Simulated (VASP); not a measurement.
Input of a VASP 6.6.1 run:

File INCAR:

```
  PREC = Accurate
  ENCUT = 520
  EDIFF = 1E-6
  ISMEAR = 0
  SIGMA = 0.15
  LREAL = False
  LASPH = True
  NELM = 80
  ALGO = Normal
  ISIF = 2
  LWAVE = False
  LCHARG = True
  GGA = PS
  LELF = True
  LVHAR = True
  NBANDS = 7
```

File KPOINTS:

```
regular mesh
0
Gamma
  18 18 18
```

The input POSCAR:

```
Mg
1.0
   -1.7369500000      1.7369500000      1.9018000000
    1.7369500000     -1.7369500000      1.9018000000
    1.7369500000      1.7369500000     -1.9018000000
Mg
1
Direct
    0.0000000000      0.0000000000      0.0000000000
```

Potentials or basis: VASP PAW PBE potentials, release 64 (Mg).

Command:

```console
$ cat potpaw_PBE.64/Mg/POTCAR > POTCAR
$ mpirun -np 1 vasp_std > vasp.out
```

Task: Estimate the band gap on the k mesh.

Result: Zero (bands 1 and 2 overlap by 3.70 eV).

Task: Estimate the pressure.

Result: -0.7 GPa.

Stress tensor (GPa, compression positive):
```
-0.86  0.00  0.00
 0.00 -0.86  0.00
 0.00  0.00 -0.54
```

Caveat: the PAW data sets were made with another functional, which shifts forces and pressure a little.
